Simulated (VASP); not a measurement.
## GaGe: single point with PBE+D3(BJ)

Crystal: GaGe.

```
Ga Ge
1.0
     0.00000    2.89784    2.89784
     2.89784    0.00000    2.89784
     2.89784    2.89784    0.00000
Ga Ge
1 1
Direct
  0.75000 0.75000 0.75000
  0.00000 0.00000 0.00000
```

- Program: VASP 6.6.1
- Task: single point
- Functional: PBE
- Dispersion: D3(BJ)
- Potentials or basis: VASP PAW PBE potentials, release 64 (Ga_d, Ge_d)
- Cutoff: 520 eV
- k mesh: 7 × 7 × 7
- Occupations: methfessel-paxton, width 0.15 eV
- Spin: no spin polarisation
- Dipole correction: no
- Further INCAR settings: ALGO = Normal; EDIFF = 1e-06; NBANDS = 20

The pressure is -1.5 GPa and the dispersion energy per atom is -0.257 eV.

Levels at points of the mesh, in eV from the Fermi level:
```
           k point  band 12  band 13  band 14  band 15  band 16  band 17
(0.00, 0.00, 0.00)     1.73     1.73     1.73     2.10     4.41     4.41
```

Run time: 17 s on 1 thread of Intel(R) Xeon(R) Platinum 8259CL CPU @ 2.50GHz (Skylake/Cascade Lake), with other jobs on the host, peak memory 0.18 GiB.

Caveat: three body term missing; pairwise dispersion overbinds metals, which lowers pressure and volume.
